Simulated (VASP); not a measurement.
A run of VASP 6.6.1:

INCAR

```
SYSTEM = AlN
PREC     = Accurate       ! precision mode
ENCUT    = 520            ! plane-wave cutoff, eV
EDIFF    = 1E-6           ! SCF threshold, eV
ISMEAR   = 0              ! smearing method
SIGMA    = 0.01           ! smearing width, eV
LREAL    = .False.        ! projectors in reciprocal space
LASPH    = .True.         ! aspherical terms in the spheres
NELM     = 60             ! most SCF steps
ALGO     = Normal         ! electronic algorithm
ISIF     = 2              ! what is computed and relaxed
LWAVE    = .False.        ! write WAVECAR
LCHARG   = .False.        ! write CHGCAR
IBRION   = 2              ! ionic algorithm
NSW      = 80             ! ionic steps
EDIFFG   = -0.001         ! ionic threshold
```

KPOINTS

```
regular mesh
0
Gamma
  9 9 6
  0 0 0
```

Contents of POSCAR:

```
AlN
1.0
    3.1067740000      0.0000000000      0.0000000000
   -1.5533870000      2.6905452078      0.0000000000
    0.0000000000      0.0000000000      4.9810000000
Al N
2 2
Direct
    0.3333333333      0.6666666667      0.0000000000
    0.6666666667      0.3333333333      0.5000000000
    0.3333333333      0.6666666667      0.3800000000
    0.6666666667      0.3333333333      0.8800000000
```

Potentials or basis: VASP PAW LDA potentials, release 64 (Al, N).

Run with:

```sh
$ cat potpaw_LDA.64/Al/POTCAR potpaw_LDA.64/N/POTCAR > POTCAR
$ mpirun -np 1 vasp_std > vasp.out
```

Hardware: 1 thread of Intel Xeon 8259CL, with other jobs on the host.

Q: How long does it take, and how much memory?

A: Run time: 43 s on 1 thread of Intel Xeon 8259CL, on a shared host, peak memory 0.15 GiB. Counts: scf iterations 25, k points 48, ion steps 5.
